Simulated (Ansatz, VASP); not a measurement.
**GaAs in VASP and in Ansatz**

File INCAR:

```
PREC     = Accurate       # precision mode
ENCUT    = 520            # plane-wave cutoff, eV
EDIFF    = 1E-8           # SCF threshold, eV
ISMEAR   = -1             # smearing method
SIGMA    = 0.05           # smearing width, eV
LREAL    = False          # projectors in reciprocal space
LASPH    = True           # aspherical terms in the spheres
NELM     = 60             # most SCF steps
ALGO     = Normal         # electronic algorithm
ISIF     = 2              # what is computed and relaxed
LWAVE    = False          # write WAVECAR
LCHARG   = False          # write CHGCAR
LEFG     = True         
NBANDS   = 16             # bands
```

The input KPOINTS:

```
Automatic mesh
0
Gamma
  11 11 11
```

File POSCAR:

```
GaAs
1.0
    0.0000000000      2.8455714065      2.8455714065
    2.8455714065      0.0000000000      2.8455714065
    2.8455714065      2.8455714065      0.0000000000
Ga As
1 1
Direct
    0.0000000000      0.0000000000      0.0000000000
    0.7500000000      0.7500000000      0.7500000000
```

Input for Ansatz:

```yaml
crystal:
  lattice:
    - [0.0, 2.8455714065, 2.8455714065]
    - [2.8455714065, 0.0, 2.8455714065]
    - [2.8455714065, 2.8455714065, 0.0]
  atoms:
    - { symbol: Ga, position: [0.0, 0.0, 0.0] }
    - { symbol: As, position: [0.75, 0.75, 0.75] }
kpoints:
  mp_grid: { grid: [11, 11, 11] }
scf:
  occupations: { method: fermi_dirac, width: 0.05 }
hamiltonian:
  xc: lda
  pseudopotentials: { kind: paw }
output:
  forces: true
  stress: true
  eigenvalues: true
  efg: { contact_densities: true }
  write_density: true
  write_potential: true
  elf: true
  volumetric_format: npy
```

Change from the starting cell: volume scaled by 1.02, PAW files.

Alike in both runs: task electric field gradients; functional LDA; k mesh 11 × 11 × 11; occupations fermi-dirac, width 0.05 eV; no spin polarisation.

|  | VASP | Ansatz |
| --- | --- | --- |
| version | VASP 6.6.1 | Ansatz 0.2.0 |
| potentials or method | VASP PAW LDA potentials, release 64 (Ga_d, As) | PAW with Ansatz's default frozen-core files, scalar-relativistic |
| plane-wave cutoff (eV) | 520 | 420 |
| valence electrons in the cell | 18 | 28 |

VASP gave:

| Item | Value |
| --- | --- |
| pressure (GPa) | -2.8 |

**Question.** Estimate Ansatz's values.

**Answer.** Pressure (GPa): -3.1.

LDA's correlation is that of Perdew and Zunger in VASP and of Perdew and Wang (1992) in Ansatz. VASP's potentials hold 18 valence electrons a cell and Ansatz's 28, so a difference there can come from the potentials and not from the codes.
